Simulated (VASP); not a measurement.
A run of VASP 6.6.1:

Contents of INCAR:

```
PREC = Accurate
ENCUT = 520
EDIFF = 1E-6
ISMEAR = 0
SIGMA = 0.15
LREAL = F
LASPH = T
NELM = 80
ALGO = Normal
ISIF = 2
LWAVE = F
LCHARG = F
GGA = PE
NBANDS = 22
```

The input KPOINTS:

```
regular mesh
0
Gamma
  10 10 10
```

The input POSCAR:

```
InSb3
1.0
    4.5882348816      0.0000000000      0.0000000000
    0.0000000000      4.5882348816      0.0000000000
    0.0000000000      0.0000000000      4.8749995617
In Sb
1 3
Direct
    0.0000000000      0.0000000000      0.0000000000
    0.5000000000      0.0000000000      0.5000000000
    0.0000000000      0.5000000000      0.5000000000
    0.5000000000      0.5000000000      0.0000000000
```

Potentials or basis: VASP PAW PBE potentials, release 64 (In_d, Sb).

Run with:

```bash
$ cat potpaw_PBE.64/In_d/POTCAR potpaw_PBE.64/Sb/POTCAR > POTCAR
$ mpirun -np 1 vasp_std > vasp.out
```

Hardware: 1 thread of Intel Xeon 6975P-C (shared host).

Task: Estimate the wall time of this run.

Result: Run time: 2.4 min on 1 thread of Intel Xeon 6975P-C, with other jobs on the host, peak memory 0.4 GiB. Counts: scf iterations 10, k points 126.
